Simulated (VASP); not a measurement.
Input of a VASP 6.6.1 run:

File INCAR:

```
SYSTEM = C
ALGO = Normal ; EDIFF = 1E-6
ENCUT = 520 ; GGA = PE
ISIF = 2 ; ISMEAR = 0
ISYM = 0 ; IVDW = 12
LASPH = .TRUE. ; LCHARG = .TRUE.
LELF = .TRUE. ; LREAL = .FALSE.
LVHAR = .TRUE. ; LWAVE = .FALSE.
NBANDS = 31 ; NELM = 100
PREC = Accurate ; SIGMA = 0.05
```

The input KPOINTS:

```
k-points
0
G
  7 11 3
  0 0 0
```

File POSCAR:

```
C
1.0
    0.0000000000      1.4231666446     -3.3613878322
   -2.4649969361      0.0000000000      0.0000000000
    1.2324984681     10.3556210453      3.8292460785
C
10
Direct
    0.5800580762     -0.0138274153      0.7723451695
    0.7678669708      0.6296938885      0.0593877770
    0.9709147471      0.2188135626      0.2376271251
    0.1739625235      0.8079332366      0.4158664732
    0.3770102998      0.3970529107      0.5941058214
    0.8351808056      0.1594257855      0.1188515711
    0.0382285819      0.7485454596      0.2970909192
    0.2412763583      0.3376651337      0.4753302673
    0.4443241346      0.9267848077      0.6535696154
    0.6473719110      0.5159044818      0.8318089635
```

Potentials or basis: VASP PAW PBE potentials, release 64 (C).

Launch:

```console
$ cat potpaw_PBE.64/C/POTCAR > POTCAR
$ mpirun -np 1 vasp_std > vasp.out
```

Question: Predict the pressure.

Answer: -5.8 GPa.

Question: What does it give for the dispersion energy per atom?

Answer: -0.146 eV.

Question: Predict the band gap on the k mesh.

Answer: Zero (bands 20 and 21 overlap by 0.08 eV).

Question: Predict the largest force.

Answer: 3.174 eV/Å.

Forces on the atoms (eV/Å):
```
C   -0.002  3.157  0.329
C   -0.002 -0.469 -0.407
C   -0.002  0.908  0.152
C   -0.003  0.343  0.002
C   -0.002  0.466  0.007
C    0.002 -3.157 -0.329
C    0.002 -0.466 -0.007
C    0.003 -0.343 -0.002
C    0.002 -0.907 -0.152
C    0.002  0.470  0.407
```

Caveat: the stress differs along the axes, from -13 to -1 GPa; forces of over 1 eV/Å act on the atoms, so gaps and moduli don't describe the material at rest.
